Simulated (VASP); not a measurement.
Crystal: TePb.

```
CELL_PARAMETERS angstrom
0.00000 3.26786 3.26786
3.26786 0.00000 3.26786
3.26786 3.26786 0.00000
ATOMIC_POSITIONS crystal
Te 0.50000 0.50000 0.50000
Pb 0.00000 0.00000 0.00000
```

Base run:

* Program: VASP 6.6.1
* Functional: r2SCAN
* Potentials or basis: VASP PAW PBE potentials, release 64 (Te, Pb_d)
* Cutoff: 520 eV
* k mesh: 6 × 6 × 6
* Occupations: gaussian, width 0.01 eV
* Spin: no spin polarisation

Its results: band gap on the k mesh 1.09 eV, direct; pressure 0.0 GPa.

Problem. The run is repeated on the same cell with these changes: functional from r2SCAN to PBEsol. What comes out?

Solution. Band gap on the k mesh 0.74 eV, direct; pressure -1.8 GPa.

r2SCAN gives the wider gap, since meta-GGAs in the generalised Kohn-Sham scheme recover part of the derivative discontinuity.

Caveats: the PAW data sets were made with another functional, which shifts forces and pressure a little; spin-orbit coupling is left out, which moves the levels of the heavy elements.

A k mesh can miss the band edges.
